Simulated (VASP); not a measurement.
A run of VASP 6.6.1 is set up as follows.

File INCAR:

```
SYSTEM = BaBi
  ALGO = Fast
  EDIFF = 1E-6
  EDIFFG = -0.01
  ENCUT = 600
  GGA = PE
  IBRION = 2
  ISIF = 3
  ISMEAR = 0
  LASPH = .TRUE.
  LCHARG = .FALSE.
  LREAL = .FALSE.
  LWAVE = .FALSE.
  NELM = 100
  NSW = 100
  PREC = Accurate
  SIGMA = 0.1
```

KPOINTS

```
k-points
0
G
  14 14 14
  0 0 0
```

POSCAR

```
BaBi
1.0
    4.3237573941      0.0000000000      0.0000000000
    0.0000000000      4.3237573941      0.0000000000
    0.0000000000      0.0000000000      4.3237573941
Ba Bi
1 1
Direct
    0.0000000000      0.0000000000      0.0000000000
    0.5000000000      0.5000000000      0.5000000000
```

Potentials or basis: VASP PAW PBE potentials, release 64 (Ba_sv, Bi_d).

Command:

```bash
$ cat potpaw_PBE.64/Ba_sv/POTCAR potpaw_PBE.64/Bi_d/POTCAR > POTCAR
$ mpirun -np 1 vasp_std > vasp.out
```

Problem. Estimate the relaxed volume.

Solution. 40.96 Å³/atom.

Problem. What does it give for the relaxed cell?

Solution. a = 4.343 Å, b = 4.343 Å, c = 4.343 Å, α = 90.00°, β = 90.00°, γ = 90.00°.

Final structure:
```yaml
crystal:
  lattice:
    - [4.34322, 0.00000, 0.00000]
    - [0.00000, 4.34322, 0.00000]
    - [0.00000, 0.00000, 4.34322]
  atoms:
    - { symbol: Ba, position: [0.00000, 0.00000, 0.00000] }
    - { symbol: Bi, position: [0.50000, 0.50000, 0.50000] }
```
